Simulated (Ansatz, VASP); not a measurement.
**Al: VASP beside Ansatz**

```
Al
1.0
     3.70975    0.00000    0.00000
    -1.85488    3.21274    0.00000
     0.00000    0.00000    4.21596
Al
3
Cartesian
  0.8050 0.0000 0.7027
  -0.4025 0.6972 3.5133
  1.4524 2.5156 2.1080
```

Alike in both runs: task single point; functional PBE; k mesh 6 × 6 × 4; occupations gaussian, width 0.1 eV; no spin polarisation.

```csv
,VASP,Ansatz
version,VASP 6.6.1,Ansatz 0.2.0
potentials or method,"VASP PAW PBE potentials, release 64 (Al), cutoff 500 eV","scalar-relativistic, plane waves, PAW"
valence electrons in the cell,9,9
```

|  | VASP | Ansatz | Ansatz less VASP |
| --- | --- | --- | --- |
| gap on the k mesh at the Fermi level (eV) | none | none | - |
| rms of the force components (eV/Å) | 6.168 | 6.157 | -0.0103 |

Atom by atom the forces differ by 0.010 eV/Å (rms over components). A gap of «none» marks a metal or a gap that the smearing closes.

The k mesh is coarse, so the values compare programs but aren't converged.
